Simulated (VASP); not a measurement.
Here is a VASP 6.6.1 calculation.

Contents of INCAR:

```
SYSTEM = Si
PREC     = Accurate       ! precision mode
ENCUT    = 520            ! plane-wave cutoff, eV
EDIFF    = 1E-7           ! SCF threshold, eV
ISMEAR   = -1             ! smearing method
SIGMA    = 0.1            ! smearing width, eV
LREAL    = .False.        ! projectors in reciprocal space
LASPH    = .True.         ! aspherical terms in the spheres
NELM     = 100            ! most SCF steps
ALGO     = Normal         ! electronic algorithm
ISIF     = 2              ! what is computed and relaxed
LWAVE    = .False.        ! write WAVECAR
LCHARG   = .True.         ! write CHGCAR
GGA      = PS             ! functional
LELF     = .True.         ! ELF
LVHAR    = .True.       
NBANDS   = 8              ! bands
```

File KPOINTS:

```
Automatic mesh
0
Gamma
  13 13 12
  0 0 0
```

Contents of POSCAR:

```
Si
1.0
    2.5014730022      0.0000000000      0.0000000000
   -1.2507365011      2.1663389734      0.0000000000
    0.0000000000      0.0000000000      2.3490286641
Si
1
Direct
    0.0000000000      0.0000000000      0.0000000000
```

Potentials or basis: VASP PAW PBE potentials, release 64 (Si).

Command:

```bash
$ cat potpaw_PBE.64/Si/POTCAR > POTCAR
$ mpirun -np 1 vasp_std > vasp.out
```

Task: What does it give for the pressure?

Result: 23.9 GPa.

Task: Estimate the band gap on the k mesh.

Result: Zero (band 2 reaches 19.24 eV, above the bottom of band 3 at 7.05 eV).

Stress tensor (GPa, compression positive):
```
21.23  0.00  0.00
 0.00 21.23  0.00
 0.00  0.00 29.32
```

Caveat: the PAW data sets were made with another functional, which shifts forces and pressure a little.
